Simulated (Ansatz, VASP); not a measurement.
# One calculation of BeAu3, two programs

```xyz
4
Lattice="3.9848 0.0000 0.0000 0.0000 3.9848 0.0000 0.0000 0.0000 3.9848" Properties=species:S:1:pos:R:3 pbc="T T T"
Be    0.0000    0.0000    0.0000
Au    0.0000    1.9924    1.9924
Au    1.9924    0.0000    1.9924
Au    1.9924    1.9924    0.0000
```

Alike in both runs: task single point; functional r2SCAN; k mesh 6 × 6 × 6; occupations gaussian, width 0.15 eV; no spin polarisation.

|  | VASP | Ansatz |
| --- | --- | --- |
| version | VASP 6.6.1 | Ansatz 0.2.0 |
| potentials or method | VASP PAW PBE potentials, release 64 (Be, Au), cutoff 520 eV | plane waves, PAW |
| valence electrons in the cell | 35 | 59 |

|  | VASP | Ansatz | Ansatz less VASP |
| --- | --- | --- | --- |
| pressure (GPa) | -1.4 | -1.6 | -0.16 |

VASP's potentials were made for PBE, not for r2SCAN. VASP's potentials hold 35 valence electrons a cell and Ansatz's 59, so a difference there can come from the potentials and not from the codes.

Spin-orbit coupling is off throughout.
